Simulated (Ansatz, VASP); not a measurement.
**Cu: VASP beside Ansatz**

INCAR

```
ALGO = Normal
EDIFF = 1E-6
ENCUT = 700
GGA = PE
GGA_COMPAT = F
ISIF = 2
ISMEAR = 0
LASPH = T
LCHARG = F
LREAL = F
LWAVE = F
NBANDS = 16
NELM = 120
PREC = Accurate
SIGMA = 0.15
```

The input KPOINTS:

```
k-points
0
Gamma
  22 22 22
```

The input POSCAR:

```
Cu
1.0
   -1.4241500000      1.4241500000      1.3589500000
    1.4241500000     -1.4241500000      1.3589500000
    1.4241500000      1.4241500000     -1.3589500000
Cu
1
Direct
    0.0000000000      0.0000000000      0.0000000000
```

Input for Ansatz:

```yaml
crystal:
  lattice:
    - [-1.42415, 1.42415, 1.35895]
    - [1.42415, -1.42415, 1.35895]
    - [1.42415, 1.42415, -1.35895]
  atoms:
    - { symbol: Cu, position: [0.0, 0.0, 0.0] }
basis:
  ecutwfc: 520.0
kpoints:
  mp_grid: { grid: [22, 22, 22] }
hamiltonian:
  xc: pbe
  pseudopotentials: { kind: paw, azcp: { folder: soft_1 } }
scf:
  occupations: { method: gaussian, width: 0.15 }
output:
  forces: true
  stress: true
  eigenvalues: true
```

Alike in both runs: task single point; functional PBE; k mesh 22 × 22 × 22; occupations gaussian, width 0.15 eV; no spin polarisation.

|  | VASP | Ansatz |
| --- | --- | --- |
| version | VASP 6.6.1 | Ansatz 0.2.0 |
| potentials or method | VASP PAW PBE potentials, release 64 (Cu_sv_GW), cutoff 700 eV | scalar-relativistic, plane waves, PAW |
| valence electrons in the cell | 19 | 19 |

Ansatz gave:

| Item | Value |
| --- | --- |
| gap on the k mesh at the Fermi level (eV) | none |
| pressure (GPa) | 14.5 |

What did VASP give for the same quantities?

gap on the k mesh at the Fermi level (eV): none; pressure (GPa): 10.0.

A gap of «none» marks a metal or a gap that the smearing closes. One of these differences is far larger than is usual between the two programs; its cause wasn't traced.
